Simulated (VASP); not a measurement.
# NaCl in VASP: further runs

Runs on NaCl. Level: PBE. Tasks: single point.

All numbers are computed with VASP 6.6.1; they aren't measurements. Logs are shortened: lines on timing, memory, paths and dates and some standing lists are left out, and cuts for length are marked.

## Step 1: The cell of the first run

The structure is trigonal, space group R-3m (No. 166). Conventional cell: a = 3.983 Å, b = 3.983 Å, c = 9.670 Å, α = 90.00°, β = 90.00°, γ = 120.00°. Na (site symmetry -3m) has 6 Cl at 2.81 Å within 3.7 Å. Within 3.7 Å of Cl (site symmetry -3m) lie 6 Na at 2.81 Å.

## Step 2: Single point, PBE (epitaxial 111 strain +0.5%)

Contents of INCAR:

```
PREC     = Accurate       # precision mode
ENCUT    = 520            # plane-wave cutoff, eV
EDIFF    = 1E-7           # SCF threshold, eV
ISMEAR   = 0              # smearing method
SIGMA    = 0.01           # smearing width, eV
LREAL    = F              # projectors in reciprocal space
LASPH    = T              # aspherical terms in the spheres
NELM     = 60             # most SCF steps
ALGO     = Normal         # electronic algorithm
ISIF     = 2              # what is computed and relaxed
LWAVE    = F              # write WAVECAR
LCHARG   = F              # write CHGCAR
GGA      = PE             # functional
NBANDS   = 14             # bands
```

Contents of KPOINTS:

```
Automatic mesh
0
Gamma
  4 4 4
```

Contents of POSCAR:

```
NaCl
1.0
   -0.0168161930      2.7998961403      2.7998961403
    2.7998961403     -0.0168161930      2.7998961403
    2.7998961403      2.7998961403     -0.0168161930
Na Cl
1 1
Direct
    0.0000000000      0.0000000000      0.0000000000
    0.5000000000      0.5000000000      0.5000000000
```

Potentials or basis: VASP PAW PBE potentials, release 64 (Na_pv, Cl).

On the command line:

```sh
cat potpaw_PBE.64/Na_pv/POTCAR potpaw_PBE.64/Cl/POTCAR > POTCAR
mpirun -np 1 vasp_std > vasp.out
```

OUTCAR:

```text
PREC = Accurate
   ENCUT = 520
   EDIFF = 1E-7
   ISMEAR = 0
   LREAL = F
   LASPH = T
   NELM = 60
   ISIF = 2
   GGA = PE

 ion  position               nearest neighbor table
   1  0.000  0.000  0.000-
   2  0.500  0.500  0.500-

  LATTYP: Found a trigonal (rhomboedric) cell.
 ALAT       =     3.9596868029
 COS(alpha) =     0.4939850845

  Lattice vectors:

 A1 = (  -0.0168161930,   2.7998961403,   2.7998961403)
 A2 = (   2.7998961403,  -0.0168161930,   2.7998961403)
 A3 = (   2.7998961403,   2.7998961403,  -0.0168161930)

Analysis of symmetry for initial positions (statically):
=====================================================================
 Subroutine PRICEL returns:
 Original cell was already a primitive cell.

 Routine SETGRP: Setting up the symmetry group for a
 trigonal (rhombohedral) supercell.

 Subroutine GETGRP returns: Found 12 space group operations
 (whereof 12 operations were pure point group operations)
 out of a pool of 12 trial point group operations.

The static configuration has the point symmetry D_3d.

Analysis of symmetry for dynamics (positions and initial velocities):
=====================================================================
 Subroutine PRICEL returns:
 Original cell was already a primitive cell.

 Routine SETGRP: Setting up the symmetry group for a
 trigonal (rhombohedral) supercell.

 Subroutine GETGRP returns: Found 12 space group operations
 (whereof 12 operations were pure point group operations)
 out of a pool of 12 trial point group operations.

The dynamic configuration has the point symmetry D_3d.

 Subroutine INISYM returns: Found 12 space group operations
 (whereof 12 operations are pure point group operations),
 and found     1 'primitive' translations

----------------------------------------------------------------------------------------

                                     Primitive cell

  volume of cell :      44.2946

  direct lattice vectors                    reciprocal lattice vectors
    -0.016816193  2.799896140  2.799896140    -0.176977240  0.178046589  0.178046589
     2.799896140 -0.016816193  2.799896140     0.178046589 -0.176977240  0.178046589
     2.799896140  2.799896140 -0.016816193     0.178046589  0.178046589 -0.176977240

  length of vectors
     3.959686803  3.959686803  3.959686803     0.307769588  0.307769588  0.307769588

  position of ions in fractional coordinates (direct lattice)
     0.000000000  0.000000000  0.000000000
     0.500000000  0.500000000  0.500000000

[... 75 lines left out ...]
   NELECT =      14.0000    total number of electrons
   NUPDOWN=      -1.0000    fix difference up-down
   EMIN   =  10.00;   EMAX   =-10.00  energy-range for DOS
   EFERMI =   0.00;   METHOD = LEGACY
   ISMEAR =     0;   SIGMA  =   0.01  broadening in eV -4-tet -1-fermi 0-gaus
   EFERMI_NEDOS =   21; number of points for ismear=-14 and -15
   IALGO  =     38    algorithm
   IMIX   =      4    mixing-type and parameters
     AMIX     =   0.40;   BMIX     =  1.00
     AMIX_MAG =   1.60;   BMIX_MAG =  1.00
  volume/ion in A,a.u.               =      22.15       149.46
  Fermi-wavevector in a.u.,A,eV,Ry     =   1.115152  2.107331 16.919704  1.243563
  Thomas-Fermi vector in A             =   2.251754
   LORBIT       =      0    0 simple, 1 ext, 2 COOP (PROOUT), +10 PAW based schemes
   GGA     = PE    functional components
   LHFCALC =     F    Hartree Fock is set to
   AEXX    =    0.0000 exact exchange contribution
   IVDW    =     0    specifies the selected vdW correction
   LEPSILON=     F    determine dielectric tensor
   LRPA    =     F    only Hartree local field effects (RPA)
 non-spin polarized calculation
 Gauss-broadening in eV      SIGMA  =   0.01
  energy-cutoff  :      520.00
  volume of cell :       44.29
 maximum number of plane-waves:      1241
 NGX is ok and might be reduce to    30
   NGX = 15   NGY = 15   NGZ = 15

 number of electron      14.0000001 magnetization

 Free energy of the ion-electron system (eV)
  ---------------------------------------------------
  ext. energy  EPLUGINS =         0.00000000
  ---------------------------------------------------
  free energy    TOTEN  =        -6.76943709 eV

  energy without entropy =       -6.76943709  energy(sigma->0) =       -6.76943709

 E-fermi :  -0.4907     XC(G=0):  -8.2187

 val. band max:       -0.6342065615   @ k =   0.0000   0.0000   0.0000
 cond. band min:       4.4981610589   @ k =   0.0000   0.0000   0.0000
 fundamental gap:      5.1323676204
 Fermi energy:        -0.4906610518

 k-point     1 :       0.0000    0.0000    0.0000
  band No.  band energies     occupation
      1     -21.4553      2.00000
      2     -21.4539      2.00000
      3     -21.4539      2.00000
      4     -13.3432      2.00000
      5      -0.6674      2.00000
      6      -0.6674      2.00000
      7      -0.6342      2.00000
      8       4.4982      0.00000
      9      10.4340      0.00000
     10      10.4340      0.00000
     11      10.5604      0.00000
     12      12.6531      0.00000
     13      12.6531      0.00000
     14      14.2806      0.00000
[... 190 lines left out ...]
      1     -21.4866      2.00000
      2     -21.4563      2.00000
      3     -21.4563      2.00000
      4     -12.9861      2.00000
      5      -2.6099      2.00000
      6      -0.9462      2.00000
      7      -0.9462      2.00000
      8       6.6178      0.00000
      9      10.1344      0.00000
     10      10.2949      0.00000
     11      10.2949      0.00000
     12      14.3661      0.00000
     13      15.5944      0.00000
     14      15.5944      0.00000

------------------------ aborting loop because EDIFF is reached ----------------------------------------

  FORCE on cell =-STRESS in cart. coord.  units (eV):
  Direction    XX          YY          ZZ          XY          YZ          ZX
  --------------------------------------------------------------------------------------
  -------------------------------------------------------------------------------------
  Total        0.3010788      0.3010788      0.3010788      0.0208295      0.0208295      0.0208295
  in kB       10.8903040     10.8903040     10.8903040      0.7534242      0.7534242      0.7534242
  external PRESSURE =      10.8903040 kB  Pullay stress =       0.0000000 kB

 VOLUME and BASIS-vectors are now :
 -----------------------------------------------------------------------------
  energy-cutoff  :      520.00
  volume of cell :       44.29
      direct lattice vectors                 reciprocal lattice vectors
    -0.016816193  2.799896140  2.799896140    -0.176977240  0.178046589  0.178046589
     2.799896140 -0.016816193  2.799896140     0.178046589 -0.176977240  0.178046589
     2.799896140  2.799896140 -0.016816193     0.178046589  0.178046589 -0.176977240

 POSITION                                       TOTAL-FORCE (eV/Angst)
 -----------------------------------------------------------------------------------
      0.00000      0.00000      0.00000         0.000000      0.000000     -0.000000
      2.79149      2.79149      2.79149        -0.000000      0.000000      0.000000
 -----------------------------------------------------------------------------------
    total drift:                               -0.000000      0.000000      0.000000

  FREE ENERGIE OF THE ION-ELECTRON SYSTEM (eV)
  ---------------------------------------------------
  free  energy   TOTEN  =        -6.7694370939 eV

  energy  without entropy=       -6.7694370939  energy(sigma->0) =       -6.76943709
```

Wall time 19 s (1 thread of AMD EPYC 7R13, shared host); peak memory 0.13 GiB.

Results:

- Free energy: -6.7694 eV
- Pressure: 1.1 GPa
- Band gap on the k mesh: 5.13 eV

Stress tensor (GPa, compression positive):
```
1.09 0.08 0.08
0.08 1.09 0.08
0.08 0.08 1.09
```

Levels at points of the mesh, in eV from the valence-band top:
| k point | band 4 | band 5 | band 6 | band 7 | band 8 | band 9 | band 10 | band 11 |
| --- | --- | --- | --- | --- | --- | --- | --- | --- |
| (0.00, 0.00, 0.00) | -12.71 | -0.03 | -0.03 | 0.00 | 5.13 | 11.07 | 11.07 | 11.19 |
| (0.50, 0.00, 0.00) | -12.36 | -1.99 | -0.30 | -0.28 | 7.28 | 10.68 | 10.96 | 11.04 |
| (0.50, 0.50, 0.00) | -12.31 | -1.71 | -0.65 | -0.61 | 7.55 | 8.05 | 11.39 | 14.83 |
| (0.50, 0.50, 0.50) | -12.35 | -1.98 | -0.31 | -0.31 | 7.25 | 10.77 | 10.93 | 10.93 |

Caveat: the k points lie up to 0.48 Å⁻¹ apart; the cell differs from its parent crystal (epitaxial 111 strain +0.5%).

## Step 3: Single point, PBE (shear xy strain -0.5%)

Contents of INCAR:

```
SYSTEM = NaCl
PREC     = Accurate       ! precision mode
ENCUT    = 520            ! plane-wave cutoff, eV
EDIFF    = 1E-6           ! SCF threshold, eV
ISMEAR   = 0              ! smearing method
SIGMA    = 0.01           ! smearing width, eV
LREAL    = .FALSE.        ! projectors in reciprocal space
LASPH    = .TRUE.         ! aspherical terms in the spheres
NELM     = 100            ! most SCF steps
ALGO     = Normal         ! electronic algorithm
ISIF     = 2              ! what is computed and relaxed
LWAVE    = .FALSE.        ! write WAVECAR
LCHARG   = .FALSE.        ! write CHGCAR
GGA      = PE             ! functional
NBANDS   = 14             ! bands
```

Contents of KPOINTS:

```
regular mesh
0
G
  4 4 4
  0 0 0
```

Contents of POSCAR:

```
NaCl
1.0
   -0.0070067471      2.8026988391      2.8026988391
    2.8026988391     -0.0070067471      2.8026988391
    2.7956920920      2.7956920920      0.0000000000
Na Cl
1 1
Direct
    0.0000000000      0.0000000000      0.0000000000
    0.5000000000      0.5000000000      0.5000000000
```

Potentials or basis: VASP PAW PBE potentials, release 64 (Na_pv, Cl).

On the command line:

```sh
cat potpaw_PBE.64/Na_pv/POTCAR potpaw_PBE.64/Cl/POTCAR > POTCAR
mpirun -np 1 vasp_std > vasp.out
```

Run time: 19 s. Hardware: 1 thread of AMD EPYC 7R13, shared host; peak memory 0.13 GiB.

Results (log left out):

| Property | Result |
| --- | --- |
| Free energy | -6.7676 eV |
| Pressure | 1.3 GPa |
| Band gap on the k mesh | 5.17 eV |

Stress tensor (GPa, compression positive):
```
1.27 0.06 0.00
0.06 1.27 0.00
0.00 0.00 1.27
```

Levels at points of the mesh, in eV from the valence-band top:
```tsv
k point	band 5	band 6	band 7	band 8	band 9	band 10
(0.00, 0.00, 0.00)	-0.02	-0.01	0.00	5.17	11.09	11.13
(0.50, 0.00, 0.00)	-1.99	-0.28	-0.27	7.30	10.75	11.01
(0.50, 0.50, 0.00)	-1.72	-0.64	-0.61	7.58	8.05	11.44
(0.00, 0.00, 0.50)	-1.99	-0.29	-0.28	7.29	10.78	10.98
(0.50, 0.00, 0.50)	-1.72	-0.62	-0.62	7.58	8.05	11.44
```

Caveat: the k points lie up to 0.49 Å⁻¹ apart; the cell differs from its parent crystal (shear xy strain -0.5%).
